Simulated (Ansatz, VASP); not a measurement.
**Two plane-wave programs on SiC**

Contents of INCAR:

```
SYSTEM = SiC
PREC     = Accurate       ! precision mode
ENCUT    = 520            ! plane-wave cutoff, eV
EDIFF    = 1E-7           ! SCF threshold, eV
ISMEAR   = 0              ! smearing method
SIGMA    = 0.01           ! smearing width, eV
LREAL    = .FALSE.        ! projectors in reciprocal space
LASPH    = .TRUE.         ! aspherical terms in the spheres
NELM     = 80             ! most SCF steps
ALGO     = Normal         ! electronic algorithm
ISIF     = 2              ! what is computed and relaxed
LWAVE    = .FALSE.        ! write WAVECAR
LCHARG   = .FALSE.        ! write CHGCAR
GGA      = PE             ! functional
NBANDS   = 11             ! bands
```

Contents of KPOINTS:

```
regular mesh
0
G
  8 8 8
  0 0 0
```

The input POSCAR:

```
SiC
1.0
    0.0000000000      2.1897788150      2.1897788150
    2.1897788150      0.0000000000      2.1897788150
    2.1897788150      2.1897788150      0.0000000000
Si C
1 1
Direct
    0.0000000000      0.0000000000      0.0000000000
    0.2500000000      0.2500000000      0.2500000000
```

Input for Ansatz:

```yaml
crystal:
  lattice:
    - [0.0, 2.189778815, 2.189778815]
    - [2.189778815, 0.0, 2.189778815]
    - [2.189778815, 2.189778815, 0.0]
  atoms:
    - { symbol: Si, position: [0.0, 0.0, 0.0] }
    - { symbol: C, position: [0.25, 0.25, 0.25] }
kpoints:
  mp_grid: { grid: [8, 8, 8] }
hamiltonian:
  xc: pbe
scf:
  occupations: { method: fixed }
  n_extra_bands: 4
output:
  forces: true
  stress: true
  eigenvalues: true
```

Alike in both runs: task single point; functional PBE; k mesh 8 × 8 × 8; no spin polarisation.

|  | VASP | Ansatz |
| --- | --- | --- |
| version | VASP 6.6.1 | Ansatz 0.2.0 |
| potentials or method | VASP PAW PBE potentials, release 64 (Si, C) | plane waves, PAW |
| plane-wave cutoff (eV) | 520 | 420 |
| occupations | gaussian, width 0.01 eV | fixed |
| valence electrons in the cell | 8 | 8 |

```csv
,VASP,Ansatz,Ansatz less VASP
gap on the k mesh at the Fermi level (eV),1.37,1.37,+0.002
pressure (GPa),0.0,0.0,+0.05
```
